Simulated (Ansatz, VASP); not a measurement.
AlN: VASP beside Ansatz

File INCAR:

```
PREC     = Accurate       # precision mode
ENCUT    = 520            # plane-wave cutoff, eV
EDIFF    = 1E-6           # SCF threshold, eV
ISMEAR   = 0              # smearing method
SIGMA    = 0.05           # smearing width, eV
LREAL    = F              # projectors in reciprocal space
LASPH    = T              # aspherical terms in the spheres
NELM     = 80             # most SCF steps
ALGO     = Normal         # electronic algorithm
ISIF     = 2              # what is computed and relaxed
LWAVE    = F              # write WAVECAR
LCHARG   = F              # write CHGCAR
GGA      = PE             # functional
NBANDS   = 26             # bands
```

File KPOINTS:

```
Automatic mesh
0
Gamma
  8 8 3
```

File POSCAR:

```
AlN
1.0
   -3.1302395629      0.0000000000      0.0000000000
   -1.5651197814     -2.7108669814      0.0000000000
   -3.1303960749     -1.8073350165     10.0359593112
Al N
4 4
Direct
   -0.2697730596     -0.2697730596      0.9046143587
    0.0635769404      0.0635769404      0.4046143587
    0.5635852737      0.5635852737      0.1546143587
    0.2302352737      0.2302352737      0.6546143587
    0.2697397263      0.2697397263      0.0953856413
   -0.0636102737     -0.0636102737      0.5953856413
    0.4363980596      0.4363980596      0.3453856413
    0.1030480596      0.1030480596      0.8453856413
```

Input for Ansatz:

```yaml
crystal:
  lattice:
    - [-3.1302395629, 0.0, 0.0]
    - [-1.5651197814, -2.7108669814, 0.0]
    - [-3.1303960749, -1.8073350165, 10.0359593112]
  atoms:
    - { symbol: Al, position: [-0.2697730596, -0.2697730596, 0.9046143587] }
    - { symbol: Al, position: [0.0635769404, 0.0635769404, 0.4046143587] }
    - { symbol: Al, position: [0.5635852737, 0.5635852737, 0.1546143587] }
    - { symbol: Al, position: [0.2302352737, 0.2302352737, 0.6546143587] }
    - { symbol: "N", position: [0.2697397263, 0.2697397263, 0.0953856413] }
    - { symbol: "N", position: [-0.0636102737, -0.0636102737, 0.5953856413] }
    - { symbol: "N", position: [0.4363980596, 0.4363980596, 0.3453856413] }
    - { symbol: "N", position: [0.1030480596, 0.1030480596, 0.8453856413] }
basis:
  ecutwfc: 420
kpoints:
  mp_grid: { grid: [8, 8, 3] }
hamiltonian:
  xc: pbe
scf:
  occupations: { method: gaussian, width: 0.05 }
output:
  forces: true
  stress: true
  eigenvalues: true
```

Alike in both runs: task single point; functional PBE; k mesh 8 × 8 × 3; occupations gaussian, width 0.05 eV; no spin polarisation.

```csv
,VASP,Ansatz
version,VASP 6.6.1,Ansatz 0.2.0
potentials or method,"VASP PAW PBE potentials, release 64 (Al, N), cutoff 520 eV","scalar-relativistic, plane waves, PAW"
valence electrons in the cell,32,32
```

Ansatz gave:

- gap on the k mesh at the Fermi level (eV): 2.94
- least direct gap on the mesh (eV): 3.21
- pressure (GPa): -1.4
- traceless stress, the component that is largest in VASP (GPa): 8.17
- rms of the force components (eV/Å): 0.491

Task: Estimate VASP's values.

Result: gap on the k mesh at the Fermi level (eV): 2.92; least direct gap on the mesh (eV): 3.21; pressure (GPa): -1.6; traceless stress, the component that is largest in VASP (GPa): 8.19; rms of the force components (eV/Å): 0.491.

Atom by atom the forces differ by 0.004 eV/Å (rms over components).
